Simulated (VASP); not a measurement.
A run of VASP 6.6.1 is set up as follows.

INCAR

```
SYSTEM = BN
ALGO = Normal ; EDIFF = 1E-6
ENCUT = 600 ; GGA = CA
GGA_COMPAT = .False. ; ISIF = 2
ISMEAR = 0 ; LASPH = .True.
LCHARG = .False. ; LREAL = .False.
LWAVE = .False. ; NBANDS = 11
NELM = 120 ; PREC = Accurate
SIGMA = 0.1
```

Contents of KPOINTS:

```
k-points
0
Gamma
  8 8 8
  0 0 0
```

POSCAR

```
BN
1.0
    0.0000000000      1.8130010000      1.8130010000
    1.8130010000      0.0000000000      1.8130010000
    1.8130010000      1.8130010000      0.0000000000
B N
1 1
Direct
    0.0000000000      0.0000000000      0.0000000000
    0.7500000000      0.7500000000      0.7500000000
```

Potentials or basis: VASP PAW LDA potentials, release 64 (B, N).

Run with:

```console
$ cat potpaw_LDA.64/B/POTCAR potpaw_LDA.64/N/POTCAR > POTCAR
$ mpirun -np 1 vasp_std > vasp.out
```

**Question.** What does it give for the band gap on the k mesh?

**Answer.** 4.33 eV, indirect (least direct gap 8.64 eV).

**Question.** What does it give for the pressure?

**Answer.** -13.6 GPa.

A k mesh can miss the band edges. As with any semilocal functional, this LDA gap is likely too small.
